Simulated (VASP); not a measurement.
# GaAs (F-43m) in VASP: a series of runs

GaAs is run at these levels: PBE; tasks: electric field gradients.

Program: VASP 6.6.1. These are calculated values, not measurements. Logs are shortened: lines on timing, memory, paths and dates and some standing lists are left out, and cuts for length are marked.

## Step 1: The cell of the first run

Symmetry: F-43m, No. 216, cubic system. Conventional cell: a = 5.654 Å, b = 5.654 Å, c = 5.654 Å, α = 90.00°, β = 90.00°, γ = 90.00°. Ga (site symmetry -43m) has 4 As at 2.45 Å within 3.2 Å. As (site symmetry -43m) has 4 Ga at 2.45 Å within 3.2 Å.

## Step 2: Electric field gradients, PBE

INCAR reads:

```
ALGO     = Normal         # electronic algorithm
EDIFF    = 1E-8           # SCF threshold, eV
ENCUT    = 520            # plane-wave cutoff, eV
GGA      = PE             # functional
ISIF     = 2              # what is computed and relaxed
ISMEAR   = -1             # smearing method
LASPH    = True           # aspherical terms in the spheres
LCHARG   = False          # write CHGCAR
LEFG     = True         
LREAL    = False          # projectors in reciprocal space
LWAVE    = False          # write WAVECAR
NBANDS   = 16             # bands
NELM     = 80             # most SCF steps
PREC     = Accurate       # precision mode
SIGMA    = 0.08           # smearing width, eV
```

KPOINTS reads:

```
k-points
0
Gamma
  10 10 10
```

POSCAR reads:

```
GaAs
1.0
    0.0000000000      2.8268500000      2.8268500000
    2.8268500000      0.0000000000      2.8268500000
    2.8268500000      2.8268500000      0.0000000000
Ga As
1 1
Direct
    0.0000000000      0.0000000000      0.0000000000
    0.7500000000      0.7500000000      0.7500000000
```

Potentials or basis: VASP PAW PBE potentials, release 64 (Ga_d, As).

Started as:

```console
cat potpaw_PBE.64/Ga_d/POTCAR potpaw_PBE.64/As/POTCAR > POTCAR
mpirun -np 1 vasp_std > vasp.out
```

OUTCAR:

```text
EDIFF = 1E-8
   ENCUT = 520
   GGA = PE
   ISIF = 2
   ISMEAR = -1
   LASPH = True
   LREAL = False
   NELM = 80
   PREC = Accurate

 ion  position               nearest neighbor table
   1  0.000  0.000  0.000-   2 2.45   2 2.45   2 2.45   2 2.45
   2  0.750  0.750  0.750-   1 2.45   1 2.45   1 2.45   1 2.45

  LATTYP: Found a face centered cubic cell.
 ALAT       =     5.6537000000

  Lattice vectors:

 A1 = (   0.0000000000,   2.8268500000,   2.8268500000)
 A2 = (   2.8268500000,   0.0000000000,   2.8268500000)
 A3 = (   2.8268500000,   2.8268500000,   0.0000000000)

Analysis of symmetry for initial positions (statically):
=====================================================================
 Subroutine PRICEL returns:
 Original cell was already a primitive cell.

 Routine SETGRP: Setting up the symmetry group for a
 face centered cubic supercell.

 Subroutine GETGRP returns: Found 24 space group operations
 (whereof 24 operations were pure point group operations)
 out of a pool of 48 trial point group operations.

The static configuration has the point symmetry T_d .

Analysis of symmetry for dynamics (positions and initial velocities):
=====================================================================
 Subroutine PRICEL returns:
 Original cell was already a primitive cell.

 Routine SETGRP: Setting up the symmetry group for a
 face centered cubic supercell.

 Subroutine GETGRP returns: Found 24 space group operations
 (whereof 24 operations were pure point group operations)
 out of a pool of 48 trial point group operations.

The dynamic configuration has the point symmetry T_d .

 Subroutine INISYM returns: Found 24 space group operations
 (whereof 24 operations are pure point group operations),
 and found     1 'primitive' translations

----------------------------------------------------------------------------------------

                                     Primitive cell

  volume of cell :      45.1792

  direct lattice vectors                    reciprocal lattice vectors
     0.000000000  2.826850000  2.826850000    -0.176875321  0.176875321  0.176875321
     2.826850000  0.000000000  2.826850000     0.176875321 -0.176875321  0.176875321
     2.826850000  2.826850000  0.000000000     0.176875321  0.176875321 -0.176875321

  length of vectors
     3.997769609  3.997769609  3.997769609     0.306357042  0.306357042  0.306357042

  position of ions in fractional coordinates (direct lattice)
     0.000000000  0.000000000  0.000000000
     0.750000000  0.750000000  0.750000000

  ion indices of the primitive-cell ions
   primitive index   ion index
                 1           1
                 2           2

----------------------------------------------------------------------------------------

 KPOINTS: k-points

Automatic generation of k-mesh.
 Grid dimensions read from file:
 generate k-points for:   10   10   10

 Generating k-lattice:

  Cartesian coordinates                     Fractional coordinates (reciprocal lattice)
    -0.017687532  0.017687532  0.017687532     0.100000000  0.000000000  0.000000000
     0.017687532 -0.017687532  0.017687532     0.000000000  0.100000000  0.000000000
     0.017687532  0.017687532 -0.017687532     0.000000000  0.000000000  0.100000000

  Length of vectors
     0.030635704  0.030635704  0.030635704

  Shift w.r.t. Gamma in fractional coordinates (k-lattice)
     0.000000000  0.000000000  0.000000000

 Subroutine IBZKPT returns following result:
 ===========================================

 Found     47 irreducible k-points:

 Following reciprocal coordinates:
            Coordinates               Weight
  0.000000  0.000000  0.000000      1.000000
  0.100000  0.000000  0.000000      8.000000
  0.200000  0.000000  0.000000      8.000000
  0.300000  0.000000  0.000000      8.000000
  0.400000  0.000000  0.000000      8.000000
  0.500000  0.000000  0.000000      4.000000
[... 16 lines left out ...]
  0.300000  0.300000  0.000000      6.000000
  0.400000  0.300000  0.000000     24.000000
 [... further k-points ...]
   k-points           NKPTS =     47   k-points in BZ     NKDIM =     47   number of bands    NBANDS=     16
   number of dos      NEDOS =    301   number of ions     NIONS =      2
   total plane-waves  NPLWV =  27000
   dimension x,y,z NGX =    30 NGY =   30 NGZ =   30
   dimension x,y,z NGXF=    60 NGYF=   60 NGZF=   60
   ions per type =               1   1
   NGX,Y,Z   is equivalent  to a cutoff of  12.48, 12.48, 12.48 a.u.
   NGXF,Y,Z  is equivalent  to a cutoff of  24.95, 24.95, 24.95 a.u.
 SYSTEM =  unknown system
   PREC   = accura    normal or accurate (medium, high low for compatibility)
   ISTART =      0    job   : 0-new  1-cont  2-samecut
   ICHARG =      2    charge: 1-file 2-atom 10-const
   ISPIN  =      1    spin polarized calculation?
   LNONCOLLINEAR =      F non collinear calculations
   LSORBIT =      F    spin-orbit coupling
   LASPH  =      T    aspherical Exc in radial PAW
   ENCUT  =  520.0 eV  38.22 Ry    6.18 a.u.   7.43  7.43  7.43*2*pi/ulx,y,z
   NELM   =     80;   NELMIN=  2; NELMDL= -5     # of ELM steps
   EDIFF  = 0.1E-07   stopping-criterion for ELM
   LREAL  =      F    real-space projection
   EDIFFG = 0.1E-06   stopping-criterion for IOM
   NSW    =      0    number of steps for IOM
   IBRION =     -1    ionic relax: 0-MD 1-quasi-New 2-CG
   NFREE  =      0    steps in history (QN), initial steepest desc. (CG)
   ISIF   =      2    stress and relaxation
   ISYM   =      2    0-nonsym 1-usesym 2-fastsym
   POTIM  = 0.5000    time-step for ionic-motion
   TEBEG  =    0.0;   TEEND  =   0.0 temperature during run
   PSTRESS=    0.0 pullay stress
   NELECT =      18.0000    total number of electrons
   NUPDOWN=      -1.0000    fix difference up-down
   EMIN   =  10.00;   EMAX   =-10.00  energy-range for DOS
   EFERMI =   0.00;   METHOD = LEGACY
   ISMEAR =    -1;   SIGMA  =   0.08  broadening in eV -4-tet -1-fermi 0-gaus
   EFERMI_NEDOS =   21; number of points for ismear=-14 and -15
   IALGO  =     38    algorithm
   IMIX   =      4    mixing-type and parameters
     AMIX     =   0.40;   BMIX     =  1.00
     AMIX_MAG =   1.60;   BMIX_MAG =  1.00
  volume/ion in A,a.u.               =      22.59       152.44
  Fermi-wavevector in a.u.,A,eV,Ry     =   1.204628  2.276417 19.743799  1.451128
  Thomas-Fermi vector in A             =   2.340347
   LORBIT       =      0    0 simple, 1 ext, 2 COOP (PROOUT), +10 PAW based schemes
   GGA     = PE    functional components
   LHFCALC =     F    Hartree Fock is set to
   AEXX    =    0.0000 exact exchange contribution
   IVDW    =     0    specifies the selected vdW correction
   LEPSILON=     F    determine dielectric tensor
   LRPA    =     F    only Hartree local field effects (RPA)
 non-spin polarized calculation
  energy-cutoff  :      520.00
  volume of cell :       45.18
 maximum number of plane-waves:      1243
 NGX is ok and might be reduce to    30
   NGX = 15   NGY = 15   NGZ = 15

 number of electron      17.9999995 magnetization

 Free energy of the ion-electron system (eV)
  ---------------------------------------------------
  ext. energy  EPLUGINS =         0.00000000
  ---------------------------------------------------
  free energy    TOTEN  =        -8.25089849 eV

  energy without entropy =       -8.25074616  energy(sigma->0) =       -8.25082232

 E-fermi :   4.2707     XC(G=0):  -9.5881

 val. band max:        3.9311676343   @ k =   0.0000   0.0000   0.0000
 cond. band min:       4.4518567415   @ k =   0.0000   0.0000   0.0000
 fundamental gap:      0.5206891072
 Fermi energy:         4.2707362459

 k-point     1 :       0.0000    0.0000    0.0000
  band No.  band energies     occupation
      1     -10.8750      2.00000
      2     -10.8750      2.00000
      3     -10.8750      2.00000
      4     -10.7958      2.00000
      5     -10.7958      2.00000
      6      -8.7943      2.00000
[... 8 lines left out ...]
     15      14.0541      0.00000
     16      14.0541      0.00000
[... 419 lines left out ...]
 k-point    24 :       0.4000    0.3000    0.0000
  band No.  band energies     occupation
      1     -10.9666      2.00000
      2     -10.8389      2.00000
      3     -10.8375      2.00000
      4     -10.8135      2.00000
      5     -10.7862      2.00000
      6      -7.0587      2.00000
[... 8 lines left out ...]
     15      16.1929      0.00000
     16      16.7784      0.00000

 [... further k-points ...]

------------------------ aborting loop because EDIFF is reached ----------------------------------------

  FORCE on cell =-STRESS in cart. coord.  units (eV):
  Direction    XX          YY          ZZ          XY          YZ          ZX
  --------------------------------------------------------------------------------------
  -------------------------------------------------------------------------------------
  Total        0.9825515      0.9825515      0.9825515     -0.0000000     -0.0000000     -0.0000000
  in kB       34.8439705     34.8439705     34.8439705     -0.0000000     -0.0000000     -0.0000000
  external PRESSURE =      34.8439705 kB  Pullay stress =       0.0000000 kB

 VOLUME and BASIS-vectors are now :
 -----------------------------------------------------------------------------
  energy-cutoff  :      520.00
  volume of cell :       45.18
      direct lattice vectors                 reciprocal lattice vectors
     0.000000000  2.826850000  2.826850000    -0.176875321  0.176875321  0.176875321
     2.826850000  0.000000000  2.826850000     0.176875321 -0.176875321  0.176875321
     2.826850000  2.826850000  0.000000000     0.176875321  0.176875321 -0.176875321

 POSITION                                       TOTAL-FORCE (eV/Angst)
 -----------------------------------------------------------------------------------
      0.00000      0.00000      0.00000         0.000000      0.000000     -0.000000
      4.24027      4.24027      4.24027        -0.000000     -0.000000      0.000000
 -----------------------------------------------------------------------------------
    total drift:                               -0.000002     -0.000002     -0.000002

  FREE ENERGIE OF THE ION-ELECTRON SYSTEM (eV)
  ---------------------------------------------------
  free  energy   TOTEN  =        -8.2508984868 eV

  energy  without entropy=       -8.2507461575  energy(sigma->0) =       -8.25082232

 Electric field gradients (V/A^2)
---------------------------------------------------------------------
 ion       V_xx      V_yy      V_zz      V_xy      V_xz      V_yz
---------------------------------------------------------------------
   1       0.000    -0.000     0.000    -0.003    -0.003    -0.003
   2      -0.000     0.000     0.000     0.000     0.000     0.000
---------------------------------------------------------------------

 Electric field gradients after diagonalization (V/A^2)
 (convention: |V_zz| > |V_xx| > |V_yy|)
----------------------------------------------------------------------
 ion       V_xx      V_yy      V_zz     asymmetry (V_yy - V_xx)/ V_zz
----------------------------------------------------------------------
   1       0.003     0.003    -0.006       0.000
   2      -0.000    -0.000     0.000       0.000
----------------------------------------------------------------------

           NMR quadrupolar parameters

 Cq : quadrupolar parameter    Cq=e*Q*V_zz/h
 eta: asymmetry parameters     (V_yy - V_xx)/ V_zz
 Q  : nuclear electric quadrupole moment in mb (millibarn)
----------------------------------------------------------------------
 ion       Cq(MHz)       eta       Q (mb)
----------------------------------------------------------------------
   1      -0.000       0.000       1.000
   2       0.000       0.000       1.000
----------------------------------------------------------------------
```

Wall time 53 s (1 thread of AMD EPYC 7R43 (Zen 3), shared host); peak memory 0.15 GiB.

Results:

* Free energy: -8.2509 eV
* Pressure: 3.5 GPa
* Band gap on the k mesh: 0.52 eV, direct

Caveat: without QUAD_EFG the Cq values of the log hold for a quadrupole moment of 1 mb, not for the nuclei. A k mesh can miss the band edges.

(Continued in part 2 of 3.)
